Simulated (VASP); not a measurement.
# SrTl in VASP: a series of runs

Runs on SrTl. Level: PBE. Tasks: single point.

All numbers are computed with VASP 6.6.1; they aren't measurements. Logs are shortened: lines on timing, memory, paths and dates and some standing lists are left out, and cuts for length are marked.

**1. The cell of the first run**

The cell holds a sheet with vacuum, 2 atoms: a = 4.790 Å, b = 4.790 Å, c = 23.800 Å, α = 90.00°, β = 90.00°, γ = 90.00°.

The cell was built from a structure type or drawn by symmetry, and may not be a known phase.

**2. Single point, PBE**

INCAR

```
SYSTEM = SrTl
PREC = Accurate
ENCUT = 520
EDIFF = 1E-6
ISMEAR = 0
SIGMA = 0.1
LREAL = .False.
LASPH = .True.
NELM = 100
ALGO = Normal
ISIF = 2
LWAVE = .False.
LCHARG = .False.
LDIPOL = .True.
IDIPOL = 3
DIPOL = 0.5 0.5 0.294
GGA = PE
NBANDS = 18
```

KPOINTS

```
regular mesh
0
Gamma
  12 12 1
  0 0 0
```

POSCAR

```
SrTl
1.0
    4.7901680087      0.0000000000      0.0000000000
    0.0000000000      4.7901680087      0.0000000000
    0.0000000000      0.0000000000     23.8000000000
Sr Tl
1 1
Direct
    0.0000000000      0.0000000000      0.2941176471
    0.5000000000      0.5000000000      0.2941176471
```

Potentials or basis: VASP PAW PBE potentials, release 64 (Sr_sv, Tl_d).

Launch:

```console
> cat potpaw_PBE.64/Sr_sv/POTCAR potpaw_PBE.64/Tl_d/POTCAR > POTCAR
> mpirun -np 1 vasp_std > vasp.out
```

OUTCAR:

```text
SYSTEM = SrTl
   PREC = Accurate
   ENCUT = 520
   EDIFF = 1E-6
   ISMEAR = 0
   LREAL = .False.
   LASPH = .True.
   NELM = 100
   ISIF = 2
   GGA = PE

 ion  position               nearest neighbor table
   1  0.000  0.000  0.294-   2 3.39   2 3.39   2 3.39   2 3.39
   2  0.500  0.500  0.294-   1 3.39   1 3.39   1 3.39   1 3.39

  LATTYP: Found a simple tetragonal cell.
 ALAT       =     4.7901680087
 C/A-ratio  =     4.9685104900

  Lattice vectors:

 A1 = (   4.7901680087,   0.0000000000,   0.0000000000)
 A2 = (   0.0000000000,   4.7901680087,   0.0000000000)
 A3 = (   0.0000000000,   0.0000000000,  23.8000000000)

Analysis of symmetry for initial positions (statically):
=====================================================================
 Subroutine PRICEL returns:
 Original cell was already a primitive cell.

 Routine SETGRP: Setting up the symmetry group for a
 simple tetragonal supercell.

 Subroutine GETGRP returns: Found 16 space group operations
 (whereof  8 operations were pure point group operations)
 out of a pool of 16 trial point group operations.

The static configuration has the point symmetry C_4v.
 The point group associated with its full space group is D_4h.

Analysis of symmetry for dynamics (positions and initial velocities):
=====================================================================
 Subroutine PRICEL returns:
 Original cell was already a primitive cell.

 Routine SETGRP: Setting up the symmetry group for a
 simple tetragonal supercell.

 Subroutine GETGRP returns: Found 16 space group operations
 (whereof  8 operations were pure point group operations)
 out of a pool of 16 trial point group operations.

The dynamic configuration has the point symmetry C_4v.
 The point group associated with its full space group is D_4h.

 Subroutine INISYM returns: Found 16 space group operations
 (whereof  8 operations are pure point group operations),
 and found     1 'primitive' translations

----------------------------------------------------------------------------------------

                                     Primitive cell

  volume of cell :     546.1079

  direct lattice vectors                    reciprocal lattice vectors
     4.790168009  0.000000000  0.000000000     0.208760945  0.000000000  0.000000000
     0.000000000  4.790168009  0.000000000     0.000000000  0.208760945  0.000000000
     0.000000000  0.000000000 23.800000000     0.000000000  0.000000000  0.042016807

  length of vectors
     4.790168009  4.790168009 23.800000000     0.208760945  0.208760945  0.042016807

  position of ions in fractional coordinates (direct lattice)
     0.000000000  0.000000000  0.294117647
     0.500000000  0.500000000  0.294117647

  ion indices of the primitive-cell ions
   primitive index   ion index
                 1           1
                 2           2

----------------------------------------------------------------------------------------

 KPOINTS: regular mesh

Automatic generation of k-mesh.
 Grid dimensions read from file:
 generate k-points for:   12   12    1

 Generating k-lattice:

  Cartesian coordinates                     Fractional coordinates (reciprocal lattice)
     0.017396745  0.000000000  0.000000000     0.083333333  0.000000000  0.000000000
     0.000000000  0.017396745  0.000000000     0.000000000  0.083333333  0.000000000
     0.000000000  0.000000000  0.042016807     0.000000000  0.000000000  1.000000000

  Length of vectors
     0.017396745  0.017396745  0.042016807

  Shift w.r.t. Gamma in fractional coordinates (k-lattice)
     0.000000000  0.000000000  0.000000000

 Subroutine IBZKPT returns following result:
 ===========================================

 Found     28 irreducible k-points:

 Following reciprocal coordinates:
            Coordinates               Weight
  0.000000  0.000000  0.000000      1.000000
  0.083333  0.000000  0.000000      4.000000
  0.166667  0.000000  0.000000      4.000000
  0.250000  0.000000  0.000000      4.000000
  0.333333  0.000000  0.000000      4.000000
  0.416667  0.000000  0.000000      4.000000
[... 16 lines left out ...]
  0.333333  0.333333  0.000000      4.000000
  0.416667  0.333333  0.000000      8.000000
 [... further k-points ...]
   k-points           NKPTS =     28   k-points in BZ     NKDIM =     28   number of bands    NBANDS=     18
   number of dos      NEDOS =    301   number of ions     NIONS =      2
   total plane-waves  NPLWV = 233280
   dimension x,y,z NGX =    36 NGY =   36 NGZ =  180
   dimension x,y,z NGXF=    72 NGYF=   72 NGZF=  360
   ions per type =               1   1
   NGX,Y,Z   is equivalent  to a cutoff of  12.49, 12.49, 12.57 a.u.
   NGXF,Y,Z  is equivalent  to a cutoff of  24.99, 24.99, 25.15 a.u.
 SYSTEM =  SrTl
   PREC   = accura    normal or accurate (medium, high low for compatibility)
   ISTART =      0    job   : 0-new  1-cont  2-samecut
   ICHARG =      2    charge: 1-file 2-atom 10-const
   ISPIN  =      1    spin polarized calculation?
   LNONCOLLINEAR =      F non collinear calculations
   LSORBIT =      F    spin-orbit coupling
   LASPH  =      T    aspherical Exc in radial PAW
   ENCUT  =  520.0 eV  38.22 Ry    6.18 a.u.   8.91  8.91 44.25*2*pi/ulx,y,z
   NELM   =    100;   NELMIN=  2; NELMDL= -5     # of ELM steps
   EDIFF  = 0.1E-05   stopping-criterion for ELM
   LREAL  =      F    real-space projection
   EDIFFG = 0.1E-04   stopping-criterion for IOM
   NSW    =      0    number of steps for IOM
   IBRION =     -1    ionic relax: 0-MD 1-quasi-New 2-CG
   NFREE  =      0    steps in history (QN), initial steepest desc. (CG)
   ISIF   =      2    stress and relaxation
   ISYM   =      2    0-nonsym 1-usesym 2-fastsym
   POTIM  = 0.5000    time-step for ionic-motion
   TEBEG  =    0.0;   TEEND  =   0.0 temperature during run
   PSTRESS=    0.0 pullay stress
   NELECT =      23.0000    total number of electrons
   NUPDOWN=      -1.0000    fix difference up-down
   EMIN   =  10.00;   EMAX   =-10.00  energy-range for DOS
   EFERMI =   0.00;   METHOD = LEGACY
   ISMEAR =     0;   SIGMA  =   0.10  broadening in eV -4-tet -1-fermi 0-gaus
   EFERMI_NEDOS =   21; number of points for ismear=-14 and -15
   IALGO  =     38    algorithm
   IMIX   =      4    mixing-type and parameters
     AMIX     =   0.40;   BMIX     =  1.00
     AMIX_MAG =   1.60;   BMIX_MAG =  1.00
  volume/ion in A,a.u.               =     273.05      1842.66
  Fermi-wavevector in a.u.,A,eV,Ry     =   0.569584  1.076358  4.414086  0.324426
  Thomas-Fermi vector in A             =   1.609285
   LORBIT       =      0    0 simple, 1 ext, 2 COOP (PROOUT), +10 PAW based schemes
   GGA     = PE    functional components
   LHFCALC =     F    Hartree Fock is set to
   AEXX    =    0.0000 exact exchange contribution
   IVDW    =     0    specifies the selected vdW correction
   LEPSILON=     F    determine dielectric tensor
   LRPA    =     F    only Hartree local field effects (RPA)
 non-spin polarized calculation
 Gauss-broadening in eV      SIGMA  =   0.10
  energy-cutoff  :      520.00
  volume of cell :      546.11
 maximum number of plane-waves:     14786
 NGX is ok and might be reduce to    36
   NGX = 17   NGY = 17   NGZ = 89

 dipolmoment           0.000000      0.000000     -0.000000 electrons x Angstroem

 number of electron      23.0000007 magnetization

 dipolmoment           0.000000      0.000000      0.000003 electrons x Angstroem

 Free energy of the ion-electron system (eV)
  ---------------------------------------------------
  ext. energy  EPLUGINS =         0.00000000
  ---------------------------------------------------
  free energy    TOTEN  =        -3.05903291 eV

  energy without entropy =       -3.02950148  energy(sigma->0) =       -3.04426719

 E-fermi :  -2.2871     XC(G=0):  -1.8932

 val. band max:       -2.2872908784   @ k =   0.2500   0.1667   0.0000
 cond. band min:      -2.2829369489   @ k =   0.4167   0.0000   0.0000
 fundamental gap:      0.0043539295
 Fermi energy:        -2.2870607315

 k-point     1 :       0.0000    0.0000    0.0000
  band No.  band energies     occupation
      1     -39.0360      2.00000
      2     -21.1341      2.00000
      3     -20.9507      2.00000
      4     -20.9507      2.00000
      5     -13.9346      2.00000
      6     -13.8902      2.00000
[... 10 lines left out ...]
     17       0.7897      0.00000
     18       0.8015      0.00000

 k-point     2 :       0.0833    0.0000    0.0000
  band No.  band energies     occupation
      1     -39.0359      2.00000
      2     -21.1340      2.00000
      3     -20.9538      2.00000
      4     -20.9511      2.00000
      5     -13.9314      2.00000
      6     -13.8883      2.00000
[... 10 lines left out ...]
     17       0.7971      0.00000
     18       0.9304      0.00000

 k-point     3 :       0.1667    0.0000    0.0000
  band No.  band energies     occupation
      1     -39.0358      2.00000
      2     -21.1336      2.00000
      3     -20.9623      2.00000
      4     -20.9523      2.00000
      5     -13.9226      2.00000
      6     -13.8833      2.00000
[... 10 lines left out ...]
     17       0.8178      0.00000
     18       1.0552      0.00000

 k-point     4 :       0.2500    0.0000    0.0000
  band No.  band energies     occupation
      1     -39.0355      2.00000
      2     -21.1330      2.00000
      3     -20.9739      2.00000
      4     -20.9539      2.00000
      5     -13.9105      2.00000
      6     -13.8770      2.00000
[... 375 lines left out ...]
      4     -20.9693      2.00000
      5     -13.9129      2.00000
      6     -13.8674      2.00000
[... 10 lines left out ...]
     17       1.3111      0.00000
     18       1.5506      0.00000

 k-point    23 :       0.3333    0.3333    0.0000
  band No.  band energies     occupation
      1     -39.0346      2.00000
      2     -21.1303      2.00000
      3     -20.9818      2.00000
      4     -20.9739      2.00000
      5     -13.9218      2.00000
      6     -13.8667      2.00000
[... 10 lines left out ...]
     17       1.2842      0.00000
     18       1.6668      0.00000

 k-point    24 :       0.4167    0.3333    0.0000
  band No.  band energies     occupation
      1     -39.0344      2.00000
      2     -21.1298      2.00000
      3     -20.9839      2.00000
      4     -20.9754      2.00000
      5     -13.9249      2.00000
      6     -13.8685      2.00000
[... 10 lines left out ...]
     17       1.4558      0.00000
     18       1.6209      0.00000

 [... further k-points ...]

------------------------ aborting loop because EDIFF is reached ----------------------------------------

 vacuum level on the upper side and lower side of the slab       (xc-potential included)        -0.006        -0.006

  FORCE on cell =-STRESS in cart. coord.  units (eV):
  Direction    XX          YY          ZZ          XY          YZ          ZX
  --------------------------------------------------------------------------------------
  -------------------------------------------------------------------------------------
  Total       -0.0019458     -0.0019458     -0.0182935      0.0000000      0.0000000      0.0000000
  in kB       -0.0057085     -0.0057085     -0.0536697      0.0000000      0.0000000      0.0000000
  external PRESSURE =      -0.0216956 kB  Pullay stress =       0.0000000 kB

 VOLUME and BASIS-vectors are now :
 -----------------------------------------------------------------------------
  energy-cutoff  :      520.00
  volume of cell :      546.11
      direct lattice vectors                 reciprocal lattice vectors
     4.790168009  0.000000000  0.000000000     0.208760945  0.000000000  0.000000000
     0.000000000  4.790168009  0.000000000     0.000000000  0.208760945  0.000000000
     0.000000000  0.000000000 23.800000000     0.000000000  0.000000000  0.042016807

 POSITION                                       TOTAL-FORCE (eV/Angst)
 -----------------------------------------------------------------------------------
      0.00000      0.00000      7.00000         0.000000     -0.000000     -0.000000
      2.39508      2.39508      7.00000         0.000000      0.000000      0.000000
 -----------------------------------------------------------------------------------
    total drift:                                0.000000      0.000000      0.000057

  FREE ENERGIE OF THE ION-ELECTRON SYSTEM (eV)
  ---------------------------------------------------
  free  energy   TOTEN  =        -3.0590329096 eV

  energy  without entropy=       -3.0295014766  energy(sigma->0) =       -3.04426719

 vacuum level on the upper side and lower side of the slab         1.031         1.031
```

It took 3 min on 1 thread of Intel Xeon 6975P-C (Granite Rapids), shared host; peak memory 0.71 GiB.

Results:

* Free energy: -3.0590 eV
* Band gap on the k mesh: zero (an odd number of electrons rules out a gap without spin polarisation)

Levels at points of the mesh, in eV from the Fermi level:
```
           k point  band 10  band 11  band 12  band 13  band 14  band 15
(0.00, 0.00, 0.00)    -6.73    -0.25     1.14     1.37     1.87     1.87
(0.50, 0.00, 0.00)    -6.05    -1.85     0.02     0.41     2.07     2.45
(0.50, 0.50, 0.00)    -6.07    -0.36    -0.36     1.49     1.87     1.87
```

Caveat: spin-orbit coupling is left out, which moves the levels of the heavy elements.

**3. Single point, PBE**

This run uses another cell than the first one.

INCAR

```
  ALGO = Normal
  DIPOL = 0.5 0.5 0.294
  EDIFF = 1E-6
  ENCUT = 520
  GGA = PE
  IDIPOL = 3
  ISIF = 2
  ISMEAR = 0
  LASPH = T
  LCHARG = T
  LDIPOL = T
  LELF = T
  LREAL = F
  LVACPOTAV = T
  LVHAR = T
  LWAVE = F
  NBANDS = 18
  NELM = 100
  PREC = Accurate
  SIGMA = 0.1
```

KPOINTS

```
k-points
0
Gamma
  12 12 1
```

POSCAR

```
SrTl
1.0
    4.8018361436      0.0000000000      0.0000000000
    0.0000000000      4.8018361436      0.0000000000
    0.0000000000      0.0000000000     23.8000000000
Sr Tl
1 1
Direct
    0.0000000000      0.0000000000      0.2941176471
    0.5000000000      0.5000000000      0.2941176471
```

Potentials or basis: VASP PAW PBE potentials, release 64 (Sr_sv, Tl_d).

Launch:

```console
> cat potpaw_PBE.64/Sr_sv/POTCAR potpaw_PBE.64/Tl_d/POTCAR > POTCAR
> mpirun -np 1 vasp_std > vasp.out
```

It took 3.6 min on 1 thread of Intel Xeon 6975P-C (Granite Rapids), shared host; peak memory 0.71 GiB.

The run converged. Its results:

```
Free energy            : -3.0589 eV
Band gap on the k mesh : zero (an odd number of electrons rules out a gap without spin polarisation)
```

Levels at points of the mesh, in eV from the Fermi level:
```csv
k point,band 8,band 9,band 10,band 11,band 12,band 13,band 14,band 15
"(0.00, 0.00, 0.00)",-11.57,-11.57,-6.72,-0.25,1.13,1.37,1.85,1.85
"(0.50, 0.00, 0.00)",-11.56,-11.54,-6.05,-1.84,0.03,0.41,2.06,2.43
"(0.50, 0.50, 0.00)",-11.58,-11.52,-6.07,-0.36,-0.36,1.48,1.87,1.87
```

Caveat: spin-orbit coupling is left out, which moves the levels of the heavy elements.

**4. Single point, PBE**

This run uses another cell than the first one.

INCAR

```
PREC = Accurate
ENCUT = 520
EDIFF = 1E-6
ISMEAR = 0
SIGMA = 0.1
LREAL = False
LASPH = True
NELM = 100
ALGO = Normal
ISIF = 2
LWAVE = False
LCHARG = False
LDIPOL = True
IDIPOL = 3
DIPOL = 0.5 0.5 0.294
GGA = PE
NBANDS = 18
```

KPOINTS

```
regular mesh
0
Gamma
  4 4 1
```

POSCAR is that of step 3.

Launch:

```console
> cat potpaw_PBE.64/Sr_sv/POTCAR potpaw_PBE.64/Tl_d/POTCAR > POTCAR
> mpirun -np 1 vasp_std > vasp.out
```

Run time: 57 s. Hardware: 1 thread of Intel Xeon 6975P-C (Granite Rapids), shared host; peak memory 0.53 GiB.

The run converged. Its results:

```yaml
Free_energy: -3.0631 eV
Band_gap_on_the_k_mesh: zero (an odd number of electrons rules out a gap without spin polarisation)
```

Levels at points of the mesh, in eV from the Fermi level:
```
           k point  band 7  band 8  band 9  band 10  band 11  band 12  band 13  band 14  band 15  band 16
(0.00, 0.00, 0.00)  -11.55  -11.54  -11.54    -6.71    -0.25     1.13     1.40     1.87     1.87     3.04
(0.50, 0.00, 0.00)  -11.55  -11.54  -11.52    -6.04    -1.82     0.03     0.44     2.07     2.43     3.21
(0.50, 0.50, 0.00)  -11.55  -11.55  -11.49    -6.05    -0.34    -0.34     1.48     1.89     1.89     1.89
```

Caveat: spin-orbit coupling is left out, which moves the levels of the heavy elements.

[end of part 1 of 2]
